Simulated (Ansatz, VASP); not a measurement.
## Zr3S2: VASP beside Ansatz

The input INCAR:

```
SYSTEM = Zr3S2
  ALGO = Normal
  EDIFF = 1E-6
  EDIFFG = -0.01
  ENCUT = 600
  GGA = PS
  IBRION = 2
  ISIF = 3
  ISMEAR = -1
  LASPH = .True.
  LCHARG = .False.
  LREAL = .False.
  LWAVE = .False.
  NELM = 100
  NSW = 60
  PREC = Accurate
  SIGMA = 0.05
```

File KPOINTS:

```
k-points
0
Gamma
  6 6 6
  0 0 0
```

File POSCAR:

```
Zr3S2
1.0
    2.9025379727      1.6757810799      3.4877732718
   -2.9025379727      1.6757810799      3.4877732718
    0.0000000000     -3.3515621597      3.4877732718
Zr S
3 2
Direct
    0.8387270000      0.5000000000      0.1612730000
    0.5000000000      0.1612730000      0.8387270000
    0.1612730000      0.8387270000      0.5000000000
    0.6650230000      0.6650230000      0.6650230000
    0.3349770000      0.3349770000      0.3349770000
```

File input.yaml:

```yaml
crystal:
  lattice:
    - [2.9025379727, 1.6757810799, 3.4877732718]
    - [-2.9025379727, 1.6757810799, 3.4877732718]
    - [0.0, -3.3515621597, 3.4877732718]
  atoms:
    - { symbol: Zr, position: [0.838727, 0.5, 0.161273] }
    - { symbol: Zr, position: [0.5, 0.161273, 0.838727] }
    - { symbol: Zr, position: [0.161273, 0.838727, 0.5] }
    - { symbol: S, position: [0.665023, 0.665023, 0.665023] }
    - { symbol: S, position: [0.334977, 0.334977, 0.334977] }
hamiltonian:
  xc: pbesol
  pseudopotentials: { kind: paw }
kpoints:
  mp_grid: { grid: [6, 6, 6] }
scf:
  occupations: { method: fermi_dirac, width: 0.05 }
output:
  forces: true
  stress: true
  eigenvalues: true
relax:
  f_tol: 0.01
  max_steps: 40
  cell: { stress_tol: 0.05 }
```

Alike in both runs: task relaxation of cell and atoms; functional PBEsol; k mesh 6 × 6 × 6; occupations fermi-dirac, width 0.05 eV; no spin polarisation.

|  | VASP | Ansatz |
| --- | --- | --- |
| version | VASP 6.6.1 | Ansatz 0.2.0 |
| potentials or method | VASP PAW PBE potentials, release 64 (Zr_sv, S) | Ansatz PAW |
| plane-wave cutoff (eV) | 600 | 420 |
| valence electrons in the cell | 48 | 48 |

VASP gave:

| Quantity | Value |
| --- | --- |
| gap on the k mesh at the Fermi level, each at its own relaxed structure (eV) | none |
| relaxed volume (Å³/atom) | 19.55 |
| relaxed cell length with the largest relative difference (Å) | 4.773 |

Task: Which values does Ansatz return?

Result: gap on the k mesh at the Fermi level, each at its own relaxed structure (eV): none; relaxed volume (Å³/atom): 19.52; relaxed cell length with the largest relative difference (Å): 4.769.

VASP's potentials were made for PBE, not for PBEsol. A gap of «none» marks a metal or a gap that the smearing closes.

Noted on Ansatz's run: the plane-wave basis is chosen anew once the cell has moved, so the energies of steps on either side of that aren't comparable.
